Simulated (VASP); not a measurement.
Runs of VASP 6.6.1 on TaN. The structure is that of space group P-6m2 (No. 187), or close to it. The cells are those of the table. 

```csv
cell,gap on the mesh (eV),pressure (GPa)
"a = 3.034, b = 3.034, c = 2.799 Å, angles 90.0, 90.0, 120.0°, 2 atoms",none,-12.8
"a = 2.961, b = 2.961, c = 2.942 Å, angles 90.0, 90.0, 120.0°, 2 atoms",none,-15.8
"a = 3.070, b = 3.070, c = 2.763 Å, angles 90.0, 90.0, 120.0°, 2 atoms",none,-14.6
"a = 2.888, b = 2.887, c = 3.014 Å, angles 90.0, 90.0, 120.0°, 2 atoms",none,(b)
"a = 3.034, b = 3.034, c = 3.014 Å, angles 90.0, 90.0, 120.0°, 2 atoms",none,(a)
```

Alike in all rows: task single point; level PBEsol; potentials or basis VASP PAW PBE potentials, release 64 (Ta_pv, N); no spin polarisation; k mesh 18 × 18 × 16; cutoff (eV) 520; smearing gaussian 0.15 eV.

**Question.** Estimate the missing entries.

**Answer.** (a) -33.9; (b) -8.2.

Caveats: the PAW data sets were made with another functional, which shifts forces and pressure a little; spin-orbit coupling is left out, which moves the levels of the heavy elements.

A k mesh can miss the band edges, and the runs leave out spin-orbit coupling on Ta.

A gap of «none» marks levels without a gap at the run's occupations.
